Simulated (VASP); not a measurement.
A run of VASP 6.6.1:

INCAR

```
PREC = Accurate
ENCUT = 520
EDIFF = 1E-6
ISMEAR = 0
SIGMA = 0.1
LREAL = F
LASPH = T
NELM = 100
ALGO = Normal
ISIF = 2
LWAVE = F
LCHARG = F
LDIPOL = T
IDIPOL = 3
DIPOL = 0.5 0.5 0.500
GGA = PE
IVDW = 12
NBANDS = 35
```

File KPOINTS:

```
Automatic mesh
0
Gamma
  6 6 1
```

The input POSCAR:

```
SnO2
1.0
    2.6066423600      0.0000000000      0.0000000000
    0.0000000000      2.6066423600      0.0000000000
    0.0000000000      0.0000000000     21.0000000000
Sn O
2 4
Direct
    0.0000000000      0.0000000000      0.3974476200
    0.5000000000      0.5000000000      0.6025523800
    0.5000000000      0.5000000000      0.4378571400
    0.5000000000      0.5000000000      0.3570380900
    0.0000000000      0.0000000000      0.6429619100
    0.0000000000      0.0000000000      0.5621428600
```

Potentials or basis: VASP PAW PBE potentials, release 64 (Sn_d, O).

The run is started by

```console
$ cat potpaw_PBE.64/Sn_d/POTCAR potpaw_PBE.64/O/POTCAR > POTCAR
$ mpirun -np 1 vasp_std > vasp.out
```

Hardware: 1 thread of Intel Xeon 8259CL, with other jobs on the host.

Problem. Estimate the wall time of this run.

Solution. It took 2.2 min on 1 thread of Intel Xeon 8259CL (shared host), peak memory 0.25 GiB. Counts: scf iterations 23, k points 10.
